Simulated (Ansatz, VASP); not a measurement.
**Ti2Te2S: VASP beside Ansatz**

```
Ti Te S
1.0
     3.61820    0.00000    0.00000
    -1.80910    3.13346    0.00000
     0.00000    0.00000   10.20520
Ti Te S
2 2 1
Direct
  0.66667 0.33333 0.87557
  0.33333 0.66667 0.12443
  0.33333 0.66667 0.69244
  0.66667 0.33333 0.30756
  0.00000 0.00000 0.00000
```

Alike in both runs: functional PBE; k mesh 12 × 12 × 4; occupations gaussian, width 0.1 eV; no spin polarisation.

Ansatz relaxed the structure, and its values are those at the end. VASP's run is a single point on that final structure, the one shown.

|  | VASP | Ansatz |
| --- | --- | --- |
| version | VASP 6.6.1 | Ansatz 0.2.0 |
| potentials or method | VASP PAW PBE potentials, release 64 (Ti_sv, Te, S), cutoff 500 eV | scalar-relativistic, plane waves, PAW |
| valence electrons in the cell | 42 | 62 |

```csv
,VASP,Ansatz,Ansatz less VASP
gap on the k mesh at the Fermi level (eV),none,none,-
pressure (GPa),0.0,0.0,-0.03
rms of the force components (eV/Å),0.005,0.001,-0.0036
```

A gap of «none» marks a metal or a gap that the smearing closes. VASP's potentials hold 42 valence electrons a cell and Ansatz's 62, so a difference there can come from the potentials and not from the codes.

Neither program's run includes spin-orbit coupling.
